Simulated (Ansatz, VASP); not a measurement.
**One calculation of SiC, two programs**

Contents of INCAR:

```
  PREC = Accurate
  ENCUT = 520
  EDIFF = 1E-6
  ISMEAR = 0
  SIGMA = 0.03
  LREAL = False
  LASPH = True
  NELM = 120
  ALGO = Normal
  ISIF = 2
  LWAVE = False
  LCHARG = False
  LDIPOL = True
  IDIPOL = 3
  DIPOL = 0.5 0.5 0.500
  GGA = PE
  NBANDS = 11
  GGA_COMPAT = False
  NELMDL = -8
```

Contents of KPOINTS:

```
regular mesh
0
Gamma
  12 12 1
```

The input POSCAR:

```
SiC
1.0
    3.1178586894      0.0000000000      0.0000000000
   -1.5589293447      2.7001448304      0.0000000000
    0.0000000000      0.0000000000     16.0000000000
Si C
1 1
Direct
    0.3333333333      0.6666666667      0.5000000000
    0.6666666667      0.3333333333      0.5000000000
```

Input for Ansatz:

```yaml
crystal:
  lattice:
    - [3.1178586894, 0.0, 0.0]
    - [-1.5589293447, 2.7001448304, 0.0]
    - [0.0, 0.0, 16.0]
  atoms:
    - { symbol: Si, position: [0.3333333333, 0.6666666667, 0.5] }
    - { symbol: C, position: [0.6666666667, 0.3333333333, 0.5] }
basis:
  ecutwfc: 420
kpoints:
  mp_grid: { grid: [12, 12, 1] }
hamiltonian:
  xc: pbe
  pseudopotentials: { kind: paw, azcp: { folder: soft_1 } }
scf:
  occupations: { method: gaussian, width: 0.03 }
  n_extra_bands: 6
  max_iter: 160
output:
  forces: true
  eigenvalues: true
  write_density: true
  write_potential: true
  elf: true
  volumetric_format: npy
efield:
  axis: 3
  dipole_correction: true
```

Alike in both runs: task single point; functional PBE; k mesh 12 × 12 × 1; occupations gaussian, width 0.03 eV; no spin polarisation.

|  | VASP | Ansatz |
| --- | --- | --- |
| version | VASP 6.6.1 | Ansatz 0.2.0 |
| potentials or method | VASP PAW PBE potentials, release 64 (Si, C), cutoff 520 eV | scalar-relativistic, plane waves, PAW |
| valence electrons in the cell | 8 | 8 |

```tsv
	VASP	Ansatz	Ansatz less VASP
gap on the k mesh at the Fermi level (eV)	2.48	2.49	+0.008
least direct gap on the mesh (eV)	2.48	2.49	+0.008
```

The functional is the same, so the differences come from potentials, cutoffs and numerics.
